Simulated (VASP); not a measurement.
# Li5H in VASP: single point with PBE

Aim: the single point of Li5H with PBE.

All numbers are computed with VASP 6.6.1; they aren't measurements. Logs are shortened: lines on timing, memory, paths and dates and some standing lists are left out, and cuts for length are marked.

### 1 The cell of the first run

The cell holds a slab with vacuum, 6 atoms: a = 3.440 Å, b = 3.440 Å, c = 20.000 Å, α = 90.00°, β = 90.00°, γ = 90.00°.

### 2 Single point, PBE

INCAR

```
  PREC = Accurate
  ENCUT = 520
  EDIFF = 1E-6
  ISMEAR = -1
  SIGMA = 0.1
  LREAL = F
  LASPH = T
  NELM = 100
  ALGO = Normal
  ISIF = 2
  LWAVE = F
  LCHARG = T
  GGA = PE
  LELF = T
  LVHAR = T
  NBANDS = 17
```

KPOINTS

```
regular mesh
0
Gamma
  8 8 1
```

POSCAR

```
Li5H
1.0
    3.4400000000      0.0000000000      0.0000000000
    0.0000000000      3.4400000000      0.0000000000
    0.0000000000      0.0000000000     20.0000000000
Li H
5 1
Direct
    0.0000000000      0.0000000000      0.3250000000
    0.5000000000      0.5000000000      0.4110000000
    0.0000000000      0.0000000000      0.4970000000
    0.5000000000      0.5000000000      0.5830000000
    0.0000000000      0.0000000000      0.6690000000
    0.5000000000      0.5000000000      0.7140000000
```

Potentials or basis: VASP PAW PBE potentials, release 64 (Li_sv, H).

Launch:

```sh
cat potpaw_PBE.64/Li_sv/POTCAR potpaw_PBE.64/H/POTCAR > POTCAR
mpirun -np 1 vasp_std > vasp.out
```

OUTCAR:

```text
PREC = Accurate
   ENCUT = 520
   EDIFF = 1E-6
   ISMEAR = -1
   LREAL = F
   LASPH = T
   NELM = 100
   ISIF = 2
   GGA = PE

 ion  position               nearest neighbor table
   1  0.000  0.000  0.325-
   2  0.500  0.500  0.411-
   3  0.000  0.000  0.497-
   4  0.500  0.500  0.583-
   5  0.000  0.000  0.669-
   6  0.500  0.500  0.714-

  LATTYP: Found a simple tetragonal cell.
 ALAT       =     3.4400000000
 C/A-ratio  =     5.8139534884

  Lattice vectors:

 A1 = (   3.4400000000,   0.0000000000,   0.0000000000)
 A2 = (   0.0000000000,   3.4400000000,   0.0000000000)
 A3 = (   0.0000000000,   0.0000000000,  20.0000000000)

Analysis of symmetry for initial positions (statically):
=====================================================================
 Subroutine PRICEL returns:
 Original cell was already a primitive cell.

 Routine SETGRP: Setting up the symmetry group for a
 simple tetragonal supercell.

 Subroutine GETGRP returns: Found  8 space group operations
 (whereof  8 operations were pure point group operations)
 out of a pool of 16 trial point group operations.

The static configuration has the point symmetry C_4v.

Analysis of symmetry for dynamics (positions and initial velocities):
=====================================================================
 Subroutine PRICEL returns:
 Original cell was already a primitive cell.

 Routine SETGRP: Setting up the symmetry group for a
 simple tetragonal supercell.

 Subroutine GETGRP returns: Found  8 space group operations
 (whereof  8 operations were pure point group operations)
 out of a pool of 16 trial point group operations.

The dynamic configuration has the point symmetry C_4v.

 Subroutine INISYM returns: Found  8 space group operations
 (whereof  8 operations are pure point group operations),
 and found     1 'primitive' translations

----------------------------------------------------------------------------------------

                                     Primitive cell

  volume of cell :     236.6720

  direct lattice vectors                    reciprocal lattice vectors
     3.440000000  0.000000000  0.000000000     0.290697674  0.000000000  0.000000000
     0.000000000  3.440000000  0.000000000     0.000000000  0.290697674  0.000000000
     0.000000000  0.000000000 20.000000000     0.000000000  0.000000000  0.050000000

  length of vectors
     3.440000000  3.440000000 20.000000000     0.290697674  0.290697674  0.050000000

  position of ions in fractional coordinates (direct lattice)
     0.000000000  0.000000000  0.325000000
     0.500000000  0.500000000  0.411000000
     0.000000000  0.000000000  0.497000000
     0.500000000  0.500000000  0.583000000
     0.000000000  0.000000000  0.669000000
     0.500000000  0.500000000  0.714000000

  ion indices of the primitive-cell ions
   primitive index   ion index
                 1           1
                 2           2
                 3           3
                 4           4
                 5           5
                 6           6

----------------------------------------------------------------------------------------

 KPOINTS: regular mesh

Automatic generation of k-mesh.
 Grid dimensions read from file:
 generate k-points for:    8    8    1

 Generating k-lattice:

  Cartesian coordinates                     Fractional coordinates (reciprocal lattice)
     0.036337209  0.000000000  0.000000000     0.125000000  0.000000000  0.000000000
     0.000000000  0.036337209  0.000000000     0.000000000  0.125000000  0.000000000
     0.000000000  0.000000000  0.050000000     0.000000000  0.000000000  1.000000000

  Length of vectors
     0.036337209  0.036337209  0.050000000

  Shift w.r.t. Gamma in fractional coordinates (k-lattice)
     0.000000000  0.000000000  0.000000000

 Subroutine IBZKPT returns following result:
 ===========================================

 Found     15 irreducible k-points:

 Following reciprocal coordinates:
            Coordinates               Weight
  0.000000  0.000000  0.000000      1.000000
  0.125000  0.000000  0.000000      4.000000
  0.250000  0.000000  0.000000      4.000000
  0.375000  0.000000  0.000000      4.000000
  0.500000  0.000000  0.000000      2.000000
  0.125000  0.125000  0.000000      4.000000
  0.250000  0.125000  0.000000      8.000000
  0.375000  0.125000  0.000000      8.000000
  0.500000  0.125000  0.000000      4.000000
  0.250000  0.250000  0.000000      4.000000
  0.375000  0.250000  0.000000      8.000000
  0.500000  0.250000  0.000000      4.000000
  0.375000  0.375000  0.000000      4.000000
  0.500000  0.375000  0.000000      4.000000
  0.500000  0.500000  0.000000      1.000000
   k-points           NKPTS =     15   k-points in BZ     NKDIM =     15   number of bands    NBANDS=     17
   number of dos      NEDOS =    301   number of ions     NIONS =      6
   total plane-waves  NPLWV = 117600
   dimension x,y,z NGX =    28 NGY =   28 NGZ =  150
   dimension x,y,z NGXF=    56 NGYF=   56 NGZF=  300
   ions per type =               5   1
   NGX,Y,Z   is equivalent  to a cutoff of  13.53, 13.53, 12.47 a.u.
   NGXF,Y,Z  is equivalent  to a cutoff of  27.06, 27.06, 24.94 a.u.
 SYSTEM =  unknown system
   PREC   = accura    normal or accurate (medium, high low for compatibility)
   ISTART =      0    job   : 0-new  1-cont  2-samecut
   ICHARG =      2    charge: 1-file 2-atom 10-const
   ISPIN  =      1    spin polarized calculation?
   LNONCOLLINEAR =      F non collinear calculations
   LSORBIT =      F    spin-orbit coupling
   LASPH  =      T    aspherical Exc in radial PAW
   ENCUT  =  520.0 eV  38.22 Ry    6.18 a.u.   6.40  6.40 37.19*2*pi/ulx,y,z
   NELM   =    100;   NELMIN=  2; NELMDL= -5     # of ELM steps
   EDIFF  = 0.1E-05   stopping-criterion for ELM
   LREAL  =      F    real-space projection
   EDIFFG = 0.1E-04   stopping-criterion for IOM
   NSW    =      0    number of steps for IOM
   IBRION =     -1    ionic relax: 0-MD 1-quasi-New 2-CG
   NFREE  =      0    steps in history (QN), initial steepest desc. (CG)
   ISIF   =      2    stress and relaxation
   ISYM   =      2    0-nonsym 1-usesym 2-fastsym
   POTIM  = 0.5000    time-step for ionic-motion
   TEBEG  =    0.0;   TEEND  =   0.0 temperature during run
   PSTRESS=    0.0 pullay stress
   NELECT =      16.0000    total number of electrons
   NUPDOWN=      -1.0000    fix difference up-down
   EMIN   =  10.00;   EMAX   =-10.00  energy-range for DOS
   EFERMI =   0.00;   METHOD = LEGACY
   ISMEAR =    -1;   SIGMA  =   0.10  broadening in eV -4-tet -1-fermi 0-gaus
   EFERMI_NEDOS =   21; number of points for ismear=-14 and -15
   IALGO  =     38    algorithm
   IMIX   =      4    mixing-type and parameters
     AMIX     =   0.40;   BMIX     =  1.00
     AMIX_MAG =   1.60;   BMIX_MAG =  1.00
  volume/ion in A,a.u.               =      39.45       266.19
  Fermi-wavevector in a.u.,A,eV,Ry     =   0.666908  1.260273  6.051411  0.444766
  Thomas-Fermi vector in A             =   1.741353
   LORBIT       =      0    0 simple, 1 ext, 2 COOP (PROOUT), +10 PAW based schemes
   GGA     = PE    functional components
   LHFCALC =     F    Hartree Fock is set to
   AEXX    =    0.0000 exact exchange contribution
   IVDW    =     0    specifies the selected vdW correction
   LEPSILON=     F    determine dielectric tensor
   LRPA    =     F    only Hartree local field effects (RPA)
 non-spin polarized calculation
  energy-cutoff  :      520.00
  volume of cell :      236.67
 maximum number of plane-waves:      6402
 NGX is ok and might be reduce to    28
   NGX = 13   NGY = 13   NGZ = 75

 number of electron      16.0000000 magnetization

 Free energy of the ion-electron system (eV)
  ---------------------------------------------------
  ext. energy  EPLUGINS =         0.00000000
  ---------------------------------------------------
  free energy    TOTEN  =       -12.07170804 eV

  energy without entropy =      -12.00452008  energy(sigma->0) =      -12.03811406

 E-fermi :  -1.9797     XC(G=0):  -3.9824

 val. band max:       -2.0841074177   @ k =   0.1250   0.1250   0.0000
 cond. band min:      -1.8732228283   @ k =   0.5000   0.0000   0.0000
 fundamental gap:      0.2108845894
 Fermi energy:        -1.9796996360

 k-point     1 :       0.0000    0.0000    0.0000
  band No.  band energies     occupation
      1     -49.2661      2.00000
      2     -48.7494      2.00000
      3     -48.5628      2.00000
      4     -48.5299      2.00000
      5     -48.4373      2.00000
      6      -5.4480      2.00000
[... 9 lines left out ...]
     16       3.8901      0.00000
     17       4.8819      0.00000

 k-point     2 :       0.1250    0.0000    0.0000
  band No.  band energies     occupation
      1     -49.2659      2.00000
      2     -48.7492      2.00000
      3     -48.5625      2.00000
      4     -48.5296      2.00000
      5     -48.4373      2.00000
      6      -5.3078      2.00000
[... 9 lines left out ...]
     16       4.0520      0.00000
     17       4.1335      0.00000

 k-point     3 :       0.2500    0.0000    0.0000
  band No.  band energies     occupation
      1     -49.2653      2.00000
      2     -48.7486      2.00000
      3     -48.5619      2.00000
      4     -48.5288      2.00000
      5     -48.4372      2.00000
      6      -4.8973      2.00000
[... 9 lines left out ...]
     16       3.8367      0.00000
     17       4.3852      0.00000

 k-point     4 :       0.3750    0.0000    0.0000
  band No.  band energies     occupation
      1     -49.2648      2.00000
      2     -48.7479      2.00000
      3     -48.5613      2.00000
      4     -48.5281      2.00000
      5     -48.4371      2.00000
      6      -4.2925      2.00000
[... 9 lines left out ...]
     16       3.7521      0.00000
     17       4.1291      0.00000

 k-point     5 :       0.5000    0.0000    0.0000
  band No.  band energies     occupation
      1     -49.2646      2.00000
      2     -48.7477      2.00000
      3     -48.5611      2.00000
      4     -48.5278      2.00000
      5     -48.4370      2.00000
      6      -3.9121      2.00000
[... 9 lines left out ...]
     16       4.0555      0.00000
     17       4.5274      0.00000

 k-point     6 :       0.1250    0.1250    0.0000
  band No.  band energies     occupation
      1     -49.2656      2.00000
      2     -48.7489      2.00000
      3     -48.5623      2.00000
      4     -48.5293      2.00000
      5     -48.4372      2.00000
      6      -5.1671      2.00000
[... 9 lines left out ...]
     16       3.4133      0.00000
     17       4.3310      0.00000
[... 101 lines left out ...]
 k-point    12 :       0.5000    0.2500    0.0000
  band No.  band energies     occupation
      1     -49.2639      2.00000
      2     -48.7470      2.00000
      3     -48.5603      2.00000
      4     -48.5270      2.00000
      5     -48.4363      2.00000
      6      -3.3548      2.00000
[... 9 lines left out ...]
     16       3.7673      0.00000
     17       4.1380      0.00000

 k-point    13 :       0.3750    0.3750    0.0000
  band No.  band energies     occupation
      1     -49.2636      2.00000
      2     -48.7467      2.00000
      3     -48.5600      2.00000
      4     -48.5267      2.00000
      5     -48.4359      2.00000
      6      -3.1538      1.99998
[... 9 lines left out ...]
     16       3.3184      0.00000
     17       3.5856      0.00000

 k-point    14 :       0.5000    0.3750    0.0000
  band No.  band energies     occupation
      1     -49.2633      2.00000
      2     -48.7465      2.00000
      3     -48.5598      2.00000
      4     -48.5265      2.00000
      5     -48.4357      2.00000
      6      -2.7849      1.99936
[... 9 lines left out ...]
     16       3.0806      0.00000
     17       3.2051      0.00000

 k-point    15 :       0.5000    0.5000    0.0000
  band No.  band energies     occupation
      1     -49.2631      2.00000
      2     -48.7463      2.00000
      3     -48.5596      2.00000
      4     -48.5262      2.00000
      5     -48.4355      2.00000
      6      -2.4405      1.98026
[... 9 lines left out ...]
     16       1.9966      0.00000
     17       3.4808      0.00000

------------------------ aborting loop because EDIFF is reached ----------------------------------------

  FORCE on cell =-STRESS in cart. coord.  units (eV):
  Direction    XX          YY          ZZ          XY          YZ          ZX
  --------------------------------------------------------------------------------------
  -------------------------------------------------------------------------------------
  Total       -1.7292015     -1.7292015     -1.5025819      0.0000000      0.0000000     -0.0000000
  in kB      -11.7060212    -11.7060212    -10.1718944      0.0000000      0.0000000     -0.0000000
  external PRESSURE =     -11.1946456 kB  Pullay stress =       0.0000000 kB

 VOLUME and BASIS-vectors are now :
 -----------------------------------------------------------------------------
  energy-cutoff  :      520.00
  volume of cell :      236.67
      direct lattice vectors                 reciprocal lattice vectors
     3.440000000  0.000000000  0.000000000     0.290697674  0.000000000  0.000000000
     0.000000000  3.440000000  0.000000000     0.000000000  0.290697674  0.000000000
     0.000000000  0.000000000 20.000000000     0.000000000  0.000000000  0.050000000

 POSITION                                       TOTAL-FORCE (eV/Angst)
 -----------------------------------------------------------------------------------
      0.00000      0.00000      6.50000         0.000000      0.000000     -0.055370
      1.72000      1.72000      8.22000         0.000000      0.000000      0.063729
      0.00000      0.00000      9.94000         0.000000      0.000000     -0.068611
      1.72000      1.72000     11.66000         0.000000     -0.000000      0.313649
      0.00000      0.00000     13.38000         0.000000      0.000000      1.017980
      1.72000      1.72000     14.28000         0.000000      0.000000     -1.271379
 -----------------------------------------------------------------------------------
    total drift:                                0.000000      0.000000      0.000124

  FREE ENERGIE OF THE ION-ELECTRON SYSTEM (eV)
  ---------------------------------------------------
  free  energy   TOTEN  =       -12.0717080388 eV

  energy  without entropy=      -12.0045200772  energy(sigma->0) =      -12.03811406
```

It took 89 s on 1 thread of AMD EPYC 7R43 (Zen 3), shared host; peak memory 0.29 GiB.

Results:

| Property | Result |
| --- | --- |
| Free energy | -12.0717 eV |
| Largest force | 1.271 eV/Å |
| Band gap on the k mesh | zero (bands 8 and 9 overlap by 0.98 eV) |

Forces on the atoms (eV/Å):
```
Li   0.000  0.000 -0.055
Li   0.000  0.000  0.064
Li   0.000  0.000 -0.069
Li   0.000  0.000  0.314
Li   0.000  0.000  1.018
H    0.000  0.000 -1.271
```

Caveat: the cutoff is under 1.25 times the usual one of these potentials, so pressure, stress and relaxed cells hold a basis-set (Pulay) error.
